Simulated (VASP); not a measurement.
Wanted: the native input for a VASP 6.6.1 run.

```yaml
Task: single point
Functional: PBE
Potentials_or_basis: VASP PAW PBE potentials, release 64 (Ge_d, Se)
Cutoff: 520 eV
k_mesh: 6 × 6 × 6
Occupations: gaussian, width 0.1 eV
Spin: no spin polarisation
Dipole_correction: no
Further_INCAR_settings: ALGO = Normal; EDIFF = 1e-07; NBANDS = 24
```

The structure of Ge2Se lies in POSCAR:

```
Ge2Se
1.0
    1.8326635395      1.0580887878      5.5109672556
   -1.8326635395      1.0580887878      5.5109672556
    0.0000000000     -2.1161775757      5.5109672556
Ge Se
2 1
Direct
    0.7763134382      0.7763134382      0.7763134382
    0.5537386122      0.5537386122      0.5537386122
    0.0032479495      0.0032479495      0.0032479495
```

These files were run (other wordings do the same):

INCAR

```
SYSTEM = Ge2Se
  PREC = Accurate
  ENCUT = 520
  EDIFF = 1E-7
  ISMEAR = 0
  SIGMA = 0.1
  LREAL = .FALSE.
  LASPH = .TRUE.
  NELM = 100
  ALGO = Normal
  ISIF = 2
  LWAVE = .FALSE.
  LCHARG = .TRUE.
  GGA = PE
  LELF = .TRUE.
  LVHAR = .TRUE.
  NBANDS = 24
```

KPOINTS

```
regular mesh
0
G
  6 6 6
  0 0 0
```

Potentials or basis: VASP PAW PBE potentials, release 64 (Ge_d, Se).

The run is started by

```bash
$ cat potpaw_PBE.64/Ge_d/POTCAR potpaw_PBE.64/Se/POTCAR > POTCAR
$ mpirun -np 1 vasp_std > vasp.out
```

Results of the run:

| Quantity | Value |
| --- | --- |
| Pressure | 0.0 GPa |
| Largest force | 0.004 eV/Å |
| Band gap on the k mesh | zero (bands 17 and 18 overlap by 3.06 eV) |

Run time: 2.2 min on 1 thread of Intel(R) Xeon(R) Platinum 8375C CPU @ 2.90GHz (Ice Lake), with other jobs on the host, peak memory 0.33 GiB.
